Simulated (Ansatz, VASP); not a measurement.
# One calculation of Si7Ge, two programs

The input POSCAR:

```
Si7Ge
1.0
    5.4679684317      0.0000000000      0.0000000000
    0.0000000000      5.4679684317      0.0000000000
    0.0000000000      0.0000000000      5.4679684317
Si Ge
7 1
Direct
    0.2524307582      0.2524307582      0.2524307582
    0.0000000000      0.5000000000      0.5000000000
    0.5000000000      0.5000000000      0.0000000000
    0.5000000000      0.0000000000      0.5000000000
    0.7475692418      0.2524307582      0.7475692418
    0.7475692418      0.7475692418      0.2524307582
    0.2524307582      0.7475692418      0.7475692418
    0.0000000000      0.0000000000      0.0000000000
```

Contents of INCAR.step1:

```
SYSTEM = Si7Ge
ALGO = Normal
EDIFF = 1E-4
ENCUT = 520
GGA = PE
ISMEAR = 0
LASPH = .True.
LCHARG = .False.
LREAL = .False.
LWAVE = .True.
NBANDS = 31
NELM = 60
PREC = Accurate
SIGMA = 0.05
```

INCAR.step2

```
SYSTEM = Si7Ge
ALGO = Normal
EDIFF = 1E-7
ENCUT = 520
ISIF = 2
ISMEAR = 0
ISTART = 1
LASPH = .True.
LCHARG = .False.
LMIXTAU = .True.
LREAL = .False.
LWAVE = .False.
METAGGA = R2SCAN
NBANDS = 31
NELM = 60
PREC = Accurate
SIGMA = 0.05
```

The input KPOINTS:

```
k-points
0
Gamma
  6 6 6
  0 0 0
```

Input for Ansatz:

```yaml
crystal:
  lattice:
    - [5.4679684317, 0.0, 0.0]
    - [0.0, 5.4679684317, 0.0]
    - [0.0, 0.0, 5.4679684317]
  atoms:
    - { symbol: Si, position: [0.2524307582, 0.2524307582, 0.2524307582] }
    - { symbol: Si, position: [0.0, 0.5, 0.5] }
    - { symbol: Si, position: [0.5, 0.5, 0.0] }
    - { symbol: Si, position: [0.5, 0.0, 0.5] }
    - { symbol: Si, position: [0.7475692418, 0.2524307582, 0.7475692418] }
    - { symbol: Si, position: [0.7475692418, 0.7475692418, 0.2524307582] }
    - { symbol: Si, position: [0.2524307582, 0.7475692418, 0.7475692418] }
    - { symbol: Ge, position: [0.0, 0.0, 0.0] }
basis:
  ecutwfc: 500
kpoints:
  mp_grid: { grid: [6, 6, 6] }
hamiltonian:
  xc: r2scan
scf:
  occupations: { method: gaussian, width: 0.05 }
output:
  forces: true
  stress: true
  eigenvalues: true
  write_density: true
  write_potential: true
  elf: true
  volumetric_format: npy
```

Alike in both runs: task single point; functional r2SCAN; k mesh 6 × 6 × 6; occupations gaussian, width 0.05 eV; no spin polarisation.

|  | VASP | Ansatz |
| --- | --- | --- |
| version | VASP 6.6.1 | Ansatz 0.2.0 |
| potentials or method | VASP PAW PBE potentials, release 64 (Si, Ge_d), cutoff 520 eV | scalar-relativistic, plane waves, PAW |
| valence electrons in the cell | 42 | 42 |

|  | VASP | Ansatz | Ansatz less VASP |
| --- | --- | --- | --- |
| gap on the k mesh at the Fermi level (eV) | 0.60 | 0.59 | -0.010 |
| least direct gap on the mesh (eV) | 0.60 | 0.59 | -0.010 |
| pressure (GPa) | -0.2 | 0.0 | +0.19 |
| rms of the force components (eV/Å) | 0.008 | 0.001 | -0.0069 |

VASP's potentials were made for PBE, not for r2SCAN. Atom by atom the forces differ by 0.007 eV/Å (rms over components).
